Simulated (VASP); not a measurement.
Input of a VASP 6.6.1 run:

The input INCAR:

```
PREC = Accurate
ENCUT = 520
EDIFF = 1E-6
ISMEAR = 0
SIGMA = 0.1
LREAL = False
LASPH = True
NELM = 100
ALGO = Normal
ISIF = 2
LWAVE = False
LCHARG = False
GGA = PE
NBANDS = 22
```

File KPOINTS:

```
Automatic mesh
0
Gamma
  8 8 8
```

Contents of POSCAR:

```
KSi3I
1.0
    5.7515238184      0.0000000000      0.0000000000
    0.0000000000      5.7515238184      0.0000000000
    0.0000000000      0.0000000000      5.7515238184
K Si I
1 3 1
Direct
    0.5000000000      0.5000000000      0.5000000000
    0.0000000000      0.5000000000      0.5000000000
    0.5000000000      0.0000000000      0.5000000000
    0.5000000000      0.5000000000      0.0000000000
    0.0000000000      0.0000000000      0.0000000000
```

Potentials or basis: VASP PAW PBE potentials, release 64 (K_sv, Si, I).

Run with:

```console
$ cat potpaw_PBE.64/K_sv/POTCAR potpaw_PBE.64/Si/POTCAR potpaw_PBE.64/I/POTCAR > POTCAR
$ mpirun -np 1 vasp_std > vasp.out
```

(1) What does it give for the band gap on the k mesh?

(2) What does it give for the pressure?

Results:

(1) zero (bands 14 and 15 overlap by 0.39 eV).

(2) 0.0 GPa.

Caveat: spin-orbit coupling is left out, which moves the levels of the heavy elements.
